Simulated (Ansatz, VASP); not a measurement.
# Two plane-wave programs on C

INCAR

```
  PREC = Accurate
  ENCUT = 520
  EDIFF = 1E-7
  ISMEAR = 0
  SIGMA = 0.05
  LREAL = False
  LASPH = True
  NELM = 60
  ALGO = Normal
  ISIF = 2
  LWAVE = False
  LCHARG = True
  GGA = PS
  LELF = True
  LVHAR = True
  NBANDS = 11
```

KPOINTS

```
Automatic mesh
0
Gamma
  14 14 14
```

POSCAR

```
C
1.0
    0.0000000000      2.1270000000      3.3480000000
    1.2280000000      0.0000000000      3.3480000000
    1.2280000000      2.1270000000      0.0000000000
C
2
Direct
    0.1666700000      0.8333300000      0.1666700000
    0.8333300000      0.1666700000      0.8333300000
```

Input for Ansatz:

```yaml
crystal:
  lattice:
    - [0.0, 2.127, 3.348]
    - [1.228, 0.0, 3.348]
    - [1.228, 2.127, 0.0]
  atoms:
    - { symbol: C, position: [0.16667, 0.83333, 0.16667] }
    - { symbol: C, position: [0.83333, 0.16667, 0.83333] }
basis:
  ecutwfc: 420
kpoints:
  mp_grid: { grid: [14, 14, 14] }
hamiltonian:
  xc: pbesol
scf:
  occupations: { method: gaussian, width: 0.05 }
output:
  forces: true
  stress: true
  eigenvalues: true
```

Alike in both runs: task single point; functional PBEsol; k mesh 14 × 14 × 14; occupations gaussian, width 0.05 eV; no spin polarisation.

```csv
,VASP,Ansatz
version,VASP 6.6.1,Ansatz 0.2.0
potentials or method,"VASP PAW PBE potentials, release 64 (C), cutoff 520 eV","scalar-relativistic, plane waves, PAW"
valence electrons in the cell,8,8
```

Ansatz gave:

```
gap on the k mesh at the Fermi level (eV)                     : 0.34
least direct gap on the mesh (eV)                             : 0.42
pressure (GPa)                                                : 1.4
traceless stress, the component that is largest in VASP (GPa) : 0.40
rms of the force components (eV/Å)                            : 0.019
```

**Question.** Estimate VASP's values.

**Answer.** gap on the k mesh at the Fermi level (eV): 0.34; least direct gap on the mesh (eV): 0.42; pressure (GPa): 2.1; traceless stress, the component that is largest in VASP (GPa): -0.34; rms of the force components (eV/Å): 0.019.

VASP's potentials were made for PBE, not for PBEsol. Atom by atom the forces differ by 0.000 eV/Å (rms over components).
